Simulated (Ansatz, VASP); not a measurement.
Cu: VASP beside Ansatz

```
Cu
1.0
    -1.45399    1.46431    1.37398
     1.44871   -1.46799    1.37231
     1.42515    1.43915   -1.37783
Cu
1
Cartesian
  0.0000 0.0000 0.0000
```

Alike in both runs: functional r2SCAN; k mesh 8 × 8 × 7; occupations fermi-dirac, width 0.05 eV; no spin polarisation.

|  | VASP | Ansatz |
| --- | --- | --- |
| version | VASP 6.6.1 | Ansatz 0.2.0 |
| potentials or method | VASP PAW PBE potentials, release 64 (Cu) | Ansatz PAW |
| plane-wave cutoff (eV) | 520 | 500 |
| valence electrons in the cell | 11 | 19 |
| task | single point | projected density of states |

VASP gave:

- gap on the k mesh at the Fermi level (eV): none
- pressure (GPa): 1.0
- traceless stress, the component that is largest in VASP (GPa): 2.07

Task: What did Ansatz give for the same quantities?

Result: gap on the k mesh at the Fermi level (eV): none; pressure (GPa): 0.3; traceless stress, the component that is largest in VASP (GPa): 2.05.

VASP's potentials were made for PBE, not for r2SCAN. A gap of «none» marks a metal or a gap that the smearing closes. The functional is the same, so the differences come from potentials, cutoffs and numerics. VASP's potentials hold 11 valence electrons a cell and Ansatz's 19, so a difference there can come from the potentials and not from the codes.

The k mesh is coarse, so the values compare programs but aren't converged.
